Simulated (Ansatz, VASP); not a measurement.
**CaMg3: VASP beside Ansatz**

```
Ca Mg
1.0
    -2.66942    2.66942    3.76146
     2.66942   -2.66942    3.76146
     2.66942    2.66942   -3.76146
Ca Mg
1 3
Direct
  0.00000 0.00000 0.00000
  0.50000 0.50000 0.00000
  0.25000 0.75000 0.50000
  0.75000 0.25000 0.50000
```

Alike in both runs: task single point; functional LDA; k mesh 6 × 6 × 6; occupations methfessel-paxton of order 1, width 0.05 eV; no spin polarisation.

```csv
,VASP,Ansatz
version,VASP 6.6.1,Ansatz 0.2.0
potentials or method,"VASP PAW LDA potentials, release 64 (Ca_sv, Mg), cutoff 520 eV","plane waves, PAW"
valence electrons in the cell,16,40
```

|  | VASP | Ansatz | Ansatz less VASP |
| --- | --- | --- | --- |
| pressure (GPa) | -3.1 | -2.8 | +0.29 |

LDA's correlation is that of Perdew and Zunger in VASP and of Perdew and Wang (1992) in Ansatz. VASP's potentials hold 16 valence electrons a cell and Ansatz's 40, so a difference there can come from the potentials and not from the codes.
